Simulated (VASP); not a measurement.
# TiAl (P-6m2) in VASP: a series of runs

The runs below take TiAl through single point, with PBE.

All numbers are computed with VASP 6.6.1; they aren't measurements. Logs are shortened: lines on timing, memory, paths and dates and some standing lists are left out, and cuts for length are marked.

### 1 The cell of the first run

Symmetry: P-6m2, No. 187, hexagonal system. Conventional cell: a = 3.025 Å, b = 3.025 Å, c = 4.555 Å, α = 90.00°, β = 90.00°, γ = 120.00°. Within 3.8 Å of Ti (site symmetry -6m2) lie 6 Al at 2.87 Å and 6 Ti at 3.02 Å. Within 3.8 Å of Al (site symmetry -6m2) lie 6 Ti at 2.87 Å and 6 Al at 3.02 Å.

### 2 Single point, PBE

INCAR

```
ALGO = Normal
EDIFF = 1E-6
ENCUT = 520
GGA = PE
ISIF = 2
ISMEAR = 0
LASPH = True
LCHARG = False
LREAL = False
LWAVE = False
NBANDS = 14
NELM = 100
PREC = Accurate
SIGMA = 0.15
```

KPOINTS

```
k-points
0
Gamma
  18 18 10
```

POSCAR

```
TiAl
1.0
    3.0250000000      0.0000000000      0.0000000000
   -1.5125000000      2.6197268464      0.0000000000
    0.0000000000      0.0000000000      4.5554000000
Ti Al
1 1
Direct
    0.0000000000      0.0000000000      0.0000000000
    0.3333333333      0.6666666667      0.5000000000
```

Potentials or basis: VASP PAW PBE potentials, release 64 (Ti_sv, Al).

Command:

```
$ cat potpaw_PBE.64/Ti_sv/POTCAR potpaw_PBE.64/Al/POTCAR > POTCAR
$ mpirun -np 1 vasp_std > vasp.out
```

OUTCAR:

```text
EDIFF = 1E-6
   ENCUT = 520
   GGA = PE
   ISIF = 2
   ISMEAR = 0
   LASPH = True
   LREAL = False
   NELM = 100
   PREC = Accurate

 ion  position               nearest neighbor table
   1  0.000  0.000  0.000-   2 2.87   2 2.87   2 2.87   2 2.87   2 2.87   2 2.87
   2  0.333  0.667  0.500-   1 2.87   1 2.87   1 2.87   1 2.87   1 2.87   1 2.87

  LATTYP: Found a hexagonal cell.
 ALAT       =     3.0250000000
 C/A-ratio  =     1.5059173554

  Lattice vectors:

 A1 = (   3.0250000000,   0.0000000000,   0.0000000000)
 A2 = (  -1.5125000000,   2.6197268464,   0.0000000000)
 A3 = (   0.0000000000,   0.0000000000,   4.5554000000)

Analysis of symmetry for initial positions (statically):
=====================================================================
 Subroutine PRICEL returns:
 Original cell was already a primitive cell.

 Routine SETGRP: Setting up the symmetry group for a
 hexagonal supercell.

 Subroutine GETGRP returns: Found 12 space group operations
 (whereof 12 operations were pure point group operations)
 out of a pool of 24 trial point group operations.

The static configuration has the point symmetry D_3h.

Analysis of symmetry for dynamics (positions and initial velocities):
=====================================================================
 Subroutine PRICEL returns:
 Original cell was already a primitive cell.

 Routine SETGRP: Setting up the symmetry group for a
 hexagonal supercell.

 Subroutine GETGRP returns: Found 12 space group operations
 (whereof 12 operations were pure point group operations)
 out of a pool of 24 trial point group operations.

The dynamic configuration has the point symmetry D_3h.

 Subroutine INISYM returns: Found 12 space group operations
 (whereof 12 operations are pure point group operations),
 and found     1 'primitive' translations

----------------------------------------------------------------------------------------

                                     Primitive cell

  volume of cell :      36.1001

  direct lattice vectors                    reciprocal lattice vectors
     3.025000000  0.000000000  0.000000000     0.330578512  0.190859593  0.000000000
    -1.512500000  2.619726846  0.000000000     0.000000000  0.381719186  0.000000000
     0.000000000  0.000000000  4.555400000     0.000000000  0.000000000  0.219519691

  length of vectors
     3.025000000  3.025000000  4.555400000     0.381719186  0.381719186  0.219519691

  position of ions in fractional coordinates (direct lattice)
[... 90 lines left out ...]
   NELECT =      15.0000    total number of electrons
   NUPDOWN=      -1.0000    fix difference up-down
   EMIN   =  10.00;   EMAX   =-10.00  energy-range for DOS
   EFERMI =   0.00;   METHOD = LEGACY
   ISMEAR =     0;   SIGMA  =   0.15  broadening in eV -4-tet -1-fermi 0-gaus
   EFERMI_NEDOS =   21; number of points for ismear=-14 and -15
   IALGO  =     38    algorithm
   IMIX   =      4    mixing-type and parameters
     AMIX     =   0.40;   BMIX     =  1.00
     AMIX_MAG =   1.60;   BMIX_MAG =  1.00
  volume/ion in A,a.u.               =      18.05       121.81
  Fermi-wavevector in a.u.,A,eV,Ry     =   1.221619  2.308526 20.304711  1.492354
  Thomas-Fermi vector in A             =   2.356795
   LORBIT       =      0    0 simple, 1 ext, 2 COOP (PROOUT), +10 PAW based schemes
   GGA     = PE    functional components
   LHFCALC =     F    Hartree Fock is set to
   AEXX    =    0.0000 exact exchange contribution
   IVDW    =     0    specifies the selected vdW correction
   LEPSILON=     F    determine dielectric tensor
   LRPA    =     F    only Hartree local field effects (RPA)
 non-spin polarized calculation
 Gauss-broadening in eV      SIGMA  =   0.15
  energy-cutoff  :      520.00
  volume of cell :       36.10
 maximum number of plane-waves:      1001
 NGX is ok and might be reduce to    24

 number of electron      15.0000004 magnetization

 Free energy of the ion-electron system (eV)
  ---------------------------------------------------
  ext. energy  EPLUGINS =         0.00000000
  ---------------------------------------------------
  free energy    TOTEN  =       -12.01057870 eV

  energy without entropy =      -11.97729882  energy(sigma->0) =      -11.99393876

 E-fermi :   7.0281     XC(G=0): -10.5980

 val. band max:        7.0272324231   @ k =   0.0000   0.0000   0.5000
 cond. band min:       7.0292613001   @ k =   0.3333   0.3333   0.5000
 fundamental gap:      0.0020288770
 Fermi energy:         7.0280841664

 k-point     1 :       0.0000    0.0000    0.0000
  band No.  band energies     occupation
      1     -49.7300      2.00000
      2     -26.0367      2.00000
      3     -25.7478      2.00000
      4     -25.7478      2.00000
      5      -1.3821      2.00000
      6       5.1399      2.00000
      7       5.8580      2.00000
      8       8.1245      0.00000
      9       8.1245      0.00000
     10       9.2963      0.00000
     11       9.2963      0.00000
     12      11.3750      0.00000
     13      18.3108      0.00000
     14      18.3108      0.00000
[... 377 lines left out ...]
      1     -49.6808      2.00000
      2     -26.0681      2.00000
      3     -25.9835      2.00000
      4     -25.8507      2.00000
      5       2.8727      2.00000
      6       4.9092      2.00000
      7       5.8610      2.00000
      8       6.3929      2.00000
      9       8.3623      0.00000
     10       9.7970      0.00000
     11      10.6713      0.00000
     12      11.7067      0.00000
     13      12.0322      0.00000
     14      12.9843      0.00000

 [... further k-points ...]

------------------------ aborting loop because EDIFF is reached ----------------------------------------

  FORCE on cell =-STRESS in cart. coord.  units (eV):
  Direction    XX          YY          ZZ          XY          YZ          ZX
  --------------------------------------------------------------------------------------
  -------------------------------------------------------------------------------------
  Total       -1.8292515     -1.8292515     -0.5331825      0.0000000      0.0000000      0.0000000
  in kB      -81.1850581    -81.1850581    -23.6634753      0.0000000      0.0000000      0.0000000
  external PRESSURE =     -62.0111972 kB  Pullay stress =       0.0000000 kB

 VOLUME and BASIS-vectors are now :
 -----------------------------------------------------------------------------
  energy-cutoff  :      520.00
  volume of cell :       36.10
      direct lattice vectors                 reciprocal lattice vectors
     3.025000000  0.000000000  0.000000000     0.330578512  0.190859593  0.000000000
    -1.512500000  2.619726846  0.000000000     0.000000000  0.381719186  0.000000000
     0.000000000  0.000000000  4.555400000     0.000000000  0.000000000  0.219519691

 POSITION                                       TOTAL-FORCE (eV/Angst)
 -----------------------------------------------------------------------------------
      0.00000      0.00000      0.00000         0.000000     -0.000000      0.000000
     -0.00000      1.74648      2.27770        -0.000000      0.000000      0.000000
 -----------------------------------------------------------------------------------
    total drift:                                0.000000     -0.000000      0.000000

  FREE ENERGIE OF THE ION-ELECTRON SYSTEM (eV)
  ---------------------------------------------------
  free  energy   TOTEN  =       -12.0105786986 eV

  energy  without entropy=      -11.9772988180  energy(sigma->0) =      -11.99393876
```

stdout:

```text
POSCAR found type information on POSCAR TiAl
 POSCAR found :  2 types and       2 ions
 scaLAPACK will be used
 LDA part: xc-table for (Slater+PW92), standard interpolation
 POSCAR, INCAR and KPOINTS ok, starting setup
 FFT: planning ... GRIDC
 FFT: planning ... GRID_SOFT
 FFT: planning ... GRID
 WAVECAR not read
 entering main loop
```

It took 2.2 min on 1 thread of Intel Xeon 8259CL, shared host; peak memory 0.25 GiB.

What came out:

* Free energy: -12.0106 eV
* Pressure: -6.2 GPa
* Band gap on the k mesh: zero (an odd number of electrons rules out a gap without spin polarisation)

Caveat: the stress differs along the axes, from -8 to -2 GPa.

### 3 Single point, PBE

This run uses another cell than the first one, of the same volume but with other edges.

INCAR

```
SYSTEM = TiAl
PREC = Accurate ; ENCUT = 520
EDIFF = 1E-6 ; ISMEAR = 0
SIGMA = 0.15 ; LREAL = .False.
LASPH = .True. ; NELM = 60
ALGO = Normal ; ISIF = 2
LWAVE = .False. ; LCHARG = .False.
GGA = PE ; NBANDS = 14
```

KPOINTS

```
Automatic mesh
0
Gamma
  18 18 10
  0 0 0
```

POSCAR

```
TiAl
1.0
    2.9530000000      0.0000000000      0.0000000000
   -1.4765000000      2.5573730174      0.0000000000
    0.0000000000      0.0000000000      4.7879000000
Ti Al
1 1
Direct
    0.0000000000      0.0000000000      0.0000000000
    0.3333333333      0.6666666667      0.5000000000
```

Potentials or basis: VASP PAW PBE potentials, release 64 (Ti_sv, Al).

Command:

```
$ cat potpaw_PBE.64/Ti_sv/POTCAR potpaw_PBE.64/Al/POTCAR > POTCAR
$ mpirun -np 1 vasp_std > vasp.out
```

OUTCAR:

```text
SYSTEM = TiAl
   PREC = Accurate
   ENCUT = 520
   EDIFF = 1E-6
   ISMEAR = 0
   LREAL = .False.
   LASPH = .True.
   NELM = 60
   ISIF = 2
   GGA = PE

 ion  position               nearest neighbor table
   1  0.000  0.000  0.000-   2 2.94   2 2.94   2 2.94   2 2.94   2 2.94   2 2.94
   2  0.333  0.667  0.500-   1 2.94   1 2.94   1 2.94   1 2.94   1 2.94   1 2.94

  LATTYP: Found a hexagonal cell.
 ALAT       =     2.9530000000
 C/A-ratio  =     1.6213681002

  Lattice vectors:

 A1 = (   2.9530000000,   0.0000000000,   0.0000000000)
 A2 = (  -1.4765000000,   2.5573730174,   0.0000000000)
 A3 = (   0.0000000000,   0.0000000000,   4.7879000000)

Analysis of symmetry for initial positions (statically):
=====================================================================
 Subroutine PRICEL returns:
 Original cell was already a primitive cell.

 Routine SETGRP: Setting up the symmetry group for a
 hexagonal supercell.

 Subroutine GETGRP returns: Found 12 space group operations
 (whereof 12 operations were pure point group operations)
 out of a pool of 24 trial point group operations.

The static configuration has the point symmetry D_3h.

Analysis of symmetry for dynamics (positions and initial velocities):
=====================================================================
 Subroutine PRICEL returns:
 Original cell was already a primitive cell.

 Routine SETGRP: Setting up the symmetry group for a
 hexagonal supercell.

 Subroutine GETGRP returns: Found 12 space group operations
 (whereof 12 operations were pure point group operations)
 out of a pool of 24 trial point group operations.

The dynamic configuration has the point symmetry D_3h.

 Subroutine INISYM returns: Found 12 space group operations
 (whereof 12 operations are pure point group operations),
 and found     1 'primitive' translations

----------------------------------------------------------------------------------------

                                     Primitive cell

  volume of cell :      36.1578
[... 119 lines left out ...]
   LRPA    =     F    only Hartree local field effects (RPA)
 non-spin polarized calculation
 Gauss-broadening in eV      SIGMA  =   0.15
  energy-cutoff  :      520.00
  volume of cell :       36.16
 maximum number of plane-waves:      1002
 NGX is ok and might be reduce to    24

 number of electron      14.9999997 magnetization

 Free energy of the ion-electron system (eV)
  ---------------------------------------------------
  ext. energy  EPLUGINS =         0.00000000
  ---------------------------------------------------
  free energy    TOTEN  =       -12.03162573 eV

  energy without entropy =      -12.00133272  energy(sigma->0) =      -12.01647923

 E-fermi :   7.0537     XC(G=0): -10.5910

 val. band max:        7.0504082225   @ k =   0.3889   0.2222   0.4000
 cond. band min:       7.0543176331   @ k =   0.3333   0.3333   0.4000
 fundamental gap:      0.0039094106
 Fermi energy:         7.0536739307

 k-point     1 :       0.0000    0.0000    0.0000
  band No.  band energies     occupation
      1     -49.6662      2.00000
      2     -25.9703      2.00000
      3     -25.6356      2.00000
      4     -25.6356      2.00000
      5      -1.4761      2.00000
      6       4.8711      2.00000
      7       5.3160      2.00000
      8       8.2205      0.00000
      9       8.2205      0.00000
     10       9.5315      0.00000
     11       9.5315      0.00000
     12      10.6113      0.00000
     13      19.1507      0.00000
     14      19.1507      0.00000
[... 377 lines left out ...]
      1     -49.6003      2.00000
      2     -26.0374      2.00000
      3     -25.9030      2.00000
      4     -25.7641      2.00000
      5       2.9999      2.00000
      6       5.1331      2.00000
      7       5.8232      2.00000
      8       6.3844      2.00000
      9       8.5177      0.00000
     10       9.8283      0.00000
     11      10.6512      0.00000
     12      11.4193      0.00000
     13      12.1734      0.00000
     14      12.8938      0.00000

 [... further k-points ...]

------------------------ aborting loop because EDIFF is reached ----------------------------------------

  FORCE on cell =-STRESS in cart. coord.  units (eV):
  Direction    XX          YY          ZZ          XY          YZ          ZX
  --------------------------------------------------------------------------------------
  -------------------------------------------------------------------------------------
  Total       -1.4998536     -1.4998536     -1.8970888      0.0000000      0.0000000     -0.0000000
  in kB      -66.4594692    -66.4594692    -84.0612117      0.0000000      0.0000000     -0.0000000
  external PRESSURE =     -72.3267167 kB  Pullay stress =       0.0000000 kB

 VOLUME and BASIS-vectors are now :
 -----------------------------------------------------------------------------
  energy-cutoff  :      520.00
  volume of cell :       36.16
      direct lattice vectors                 reciprocal lattice vectors
     2.953000000  0.000000000  0.000000000     0.338638673  0.195513129  0.000000000
    -1.476500000  2.557373017  0.000000000     0.000000000  0.391026257  0.000000000
     0.000000000  0.000000000  4.787900000     0.000000000  0.000000000  0.208859834

 POSITION                                       TOTAL-FORCE (eV/Angst)
 -----------------------------------------------------------------------------------
      0.00000      0.00000      0.00000         0.000000      0.000000      0.000000
     -0.00000      1.70492      2.39395         0.000000      0.000000      0.000000
 -----------------------------------------------------------------------------------
    total drift:                                0.000000     -0.000000      0.000000

  FREE ENERGIE OF THE ION-ELECTRON SYSTEM (eV)
  ---------------------------------------------------
  free  energy   TOTEN  =       -12.0316257343 eV

  energy  without entropy=      -12.0013327202  energy(sigma->0) =      -12.01647923
```

stdout:

```text
POSCAR found type information on POSCAR TiAl
 POSCAR found :  2 types and       2 ions
 scaLAPACK will be used
 LDA part: xc-table for (Slater+PW92), standard interpolation
 POSCAR, INCAR and KPOINTS ok, starting setup
 FFT: planning ... GRIDC
 FFT: planning ... GRID_SOFT
 FFT: planning ... GRID
 WAVECAR not read
 entering main loop
```

Wall time 2 min (1 thread of Intel Xeon 8259CL, shared host); peak memory 0.25 GiB.

Results:

- Free energy: -12.0316 eV
- Pressure: -7.2 GPa
- Band gap on the k mesh: zero (an odd number of electrons rules out a gap without spin polarisation)

Stress tensor (GPa, compression positive):
```
-6.65  0.00  0.00
 0.00 -6.65  0.00
 0.00  0.00 -8.41
```

Caveat: the cell stands under tension.
